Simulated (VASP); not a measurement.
Runs of VASP 6.6.1 on Ga2GeTeSe. The structure is that of space group Cmmm (No. 65), or close to it. The cells are those of the table. 

| task | cell | k mesh | cutoff (eV) | gap on the mesh (eV) | pressure (GPa) | largest force (eV/Å) |
| --- | --- | --- | --- | --- | --- | --- |
| single point | a = 4.263, b = 4.263, c = 8.230 Å, angles 90.0, 90.0, 127.3°, 5 atoms | 6 × 6 × 2 | 520 | none | (a) | 3.03 |
| single point | a = 5.858, b = 5.858, c = 6.074 Å, angles 90.0, 90.0, 125.8°, 5 atoms | 6 × 6 × 2 | 520 | none | 0.1 | 0.01 |
| single point | a = 6.003, b = 6.003, c = 5.702 Å, angles 90.0, 90.0, 127.3°, 5 atoms | 4 × 4 × 4 | 520 | none | 0.1 | 0.01 |
| single point | a = 6.008, b = 6.008, c = 5.578 Å, angles 90.0, 90.0, 127.0°, 5 atoms | 8 × 8 × 8 | 520 | none | 0.0 | - |
| relaxation of cell and atoms | relaxed from a = 5.858, b = 5.858, c = 6.074 Å, angles 90.0, 90.0, 125.8°, 5 atoms | 4 × 4 × 4 | 600 | none | 0.1 | 0.02 |

Alike in all rows: level PBE; potentials or basis VASP PAW PBE potentials, release 64 (Ga_d, Ge_d, Te, Se); no spin polarisation; smearing gaussian 0.1 eV.

**Question.** Estimate the missing entries.

**Answer.** (a) 102.0.

Caveats: some runs use coarse meshes; spin-orbit coupling is left out, which moves the levels of the heavy elements; this functional lacks dispersion, which binds the layers, so the pressure and a relaxed spacing across them are unreliable (some runs); forces of over 1 eV/Å act on the atoms, so gaps and moduli don't describe the material at rest (some runs).

A k mesh can miss the band edges, and the runs leave out spin-orbit coupling on Ga, Ge, Se, Te.

A gap of «none» marks levels without a gap at the run's occupations.
